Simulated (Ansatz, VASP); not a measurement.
## BaO: VASP beside Ansatz

```
Ba O
1.0
     3.91119    0.00000    0.00000
     1.95560    3.38719    0.00000
     1.95560    1.12906    3.19348
Ba O
1 1
Direct
  0.00000 0.00000 0.00000
  0.50000 0.50000 0.50000
```

Alike in both runs: functional r2SCAN; dispersion D4; k mesh 8 × 8 × 8; no spin polarisation.

Ansatz relaxed the structure, and its values are those at the end. VASP's run is a single point on that final structure, the one shown.

|  | VASP | Ansatz |
| --- | --- | --- |
| version | VASP 6.6.1 | Ansatz 0.2.0 |
| potentials or method | VASP PAW PBE potentials, release 64 (Ba_sv, O) | plane waves, PAW |
| plane-wave cutoff (eV) | 660 | 500 |
| occupations | gaussian, width 0.01 eV | fixed |
| valence electrons in the cell | 16 | 16 |

|  | VASP | Ansatz | Ansatz less VASP |
| --- | --- | --- | --- |
| pressure (GPa) | 1.6 | 0.0 | -1.62 |

VASP's potentials were made for PBE, not for r2SCAN.

Spin-orbit coupling is off throughout.
